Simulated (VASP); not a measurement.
A run of VASP 6.6.1 is set up as follows.

INCAR

```
ALGO     = Normal         # electronic algorithm
EDIFF    = 1E-6           # SCF threshold, eV
ENCUT    = 600            # plane-wave cutoff, eV
GGA      = PE             # functional
GGA_COMPAT= False        
ISIF     = 2              # what is computed and relaxed
ISMEAR   = 0              # smearing method
LASPH    = True           # aspherical terms in the spheres
LCHARG   = True           # write CHGCAR
LELF     = True           # ELF
LREAL    = False          # projectors in reciprocal space
LVHAR    = True         
LWAVE    = False          # write WAVECAR
NBANDS   = 46             # bands
NELM     = 120            # most SCF steps
PREC     = Accurate       # precision mode
SIGMA    = 0.02           # smearing width, eV
```

Contents of KPOINTS:

```
k-points
0
Gamma
  4 4 4
```

POSCAR

```
Mg2ZnS3
1.0
    5.8577250430     -3.3816104920      0.0000000000
    5.8577250430      3.3816104920      0.0000000000
    0.0000000000      0.0000000000      6.2974544415
Mg Zn S
4 2 6
Direct
    0.1662770576      0.5033481852      0.5032925560
    0.4966518148      0.8337229424      0.5032925560
    0.8337229424      0.4966518148      0.0032925560
    0.5033481852      0.1662770576      0.0032925560
    0.8364593728      0.1635406272      0.5051735999
    0.1635406272      0.8364593728      0.0051735999
    0.1560114425      0.8439885575      0.3736932860
    0.5098182015      0.1669233079      0.3872740010
    0.8330766921      0.4901817985      0.3872740010
    0.8439885575      0.1560114425      0.8736932860
    0.1669233079      0.5098182015      0.8872740010
    0.4901817985      0.8330766921      0.8872740010
```

Potentials or basis: VASP PAW PBE potentials, release 64 (Mg, Zn, S).

Command:

```sh
$ cat potpaw_PBE.64/Mg/POTCAR potpaw_PBE.64/Zn/POTCAR potpaw_PBE.64/S/POTCAR > POTCAR
$ mpirun -np 1 vasp_std > vasp.out
```

Task: What does it give for the largest force?

Result: 0.035 eV/Å.

Task: Estimate the pressure.

Result: 4.1 GPa.

Task: Predict the band gap on the k mesh.

Result: 3.26 eV.

Forces in eV/Å, atoms in the order of the input:
```
Mg  -0.002 -0.001 -0.008
Mg   0.002 -0.001 -0.008
Mg   0.002  0.001 -0.008
Mg  -0.002  0.001 -0.008
Zn   0.000  0.003  0.009
Zn   0.000 -0.003  0.009
S    0.000 -0.031  0.016
S   -0.026  0.015 -0.005
S    0.026  0.015 -0.005
S    0.000  0.031  0.016
S   -0.026 -0.015 -0.005
S    0.026 -0.015 -0.005
```

Caveat: the cell stands under pressure.
